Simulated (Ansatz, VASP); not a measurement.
## InW4 in VASP and in Ansatz

File INCAR:

```
PREC = Accurate
ENCUT = 500
EDIFF = 1E-7
ISMEAR = 0
SIGMA = 0.1
LREAL = False
LASPH = True
NELM = 120
ALGO = Normal
ISIF = 3
LWAVE = False
LCHARG = False
GGA = PE
IBRION = 2
NSW = 100
EDIFFG = -0.01
GGA_COMPAT = False
NELMIN = 4
```

KPOINTS

```
Automatic mesh
0
Gamma
  12 12 8
```

File POSCAR:

```
InW4
1.0
    5.3443667669      0.0000000000      0.0000000000
   -2.6721833834      4.6283573873      0.0000000000
    0.0000000000      0.0000000000      4.9647206884
In W
1 4
Direct
    0.0000000000      0.0000000000      0.0000000000
    0.5000000000      0.0000000000      0.0000000000
    0.0000000000      0.5000000000      0.0000000000
    0.5000000000      0.5000000000      0.0000000000
    0.0000000000      0.0000000000      0.5000000000
```

Input for Ansatz:

```yaml
crystal:
  lattice:
    - [5.3443667669, 0.0, 0.0]
    - [-2.6721833834, 4.6283573873, 0.0]
    - [0.0, 0.0, 4.9647206884]
  atoms:
    - { symbol: In, position: [0.0, 0.0, 0.0] }
    - { symbol: W, position: [0.5, 0.0, 0.0] }
    - { symbol: W, position: [0.0, 0.5, 0.0] }
    - { symbol: W, position: [0.5, 0.5, 0.0] }
    - { symbol: W, position: [0.0, 0.0, 0.5] }
basis:
  ecutwfc: 420
kpoints:
  mp_grid: { grid: [12, 12, 8] }
hamiltonian:
  xc: pbe
scf:
  occupations: { method: gaussian, width: 0.1 }
output:
  forces: true
  stress: true
  eigenvalues: true
  write_density: true
  write_potential: true
  elf: true
  volumetric_format: npy
relax:
  adjacent_minimum: "off"
  f_tol: 0.01
  max_steps: 80
  cell: { stress_tol: 0.05 }
```

Alike in both runs: task relaxation of cell and atoms; functional PBE; k mesh 12 × 12 × 8; occupations gaussian, width 0.1 eV; no spin polarisation.

|  | VASP | Ansatz |
| --- | --- | --- |
| version | VASP 6.6.1 | Ansatz 0.2.0 |
| potentials or method | VASP PAW PBE potentials, release 64 (In_d, W_sv), cutoff 500 eV | scalar-relativistic, plane waves, PAW |
| valence electrons in the cell | 69 | 69 |

Ansatz gave:

- gap on the k mesh at the Fermi level, each at its own relaxed structure (eV): none
- relaxed volume (Å³/atom): 24.59
- relaxed length of the cell vector where the two differ most in proportion (Å): 4.976

Question: Estimate VASP's values.

Answer: gap on the k mesh at the Fermi level, each at its own relaxed structure (eV): none; relaxed volume (Å³/atom): 24.63; relaxed length of the cell vector where the two differ most in proportion (Å): 4.979.

A gap of «none» marks a metal or a gap that the smearing closes.

Neither program's run includes spin-orbit coupling.
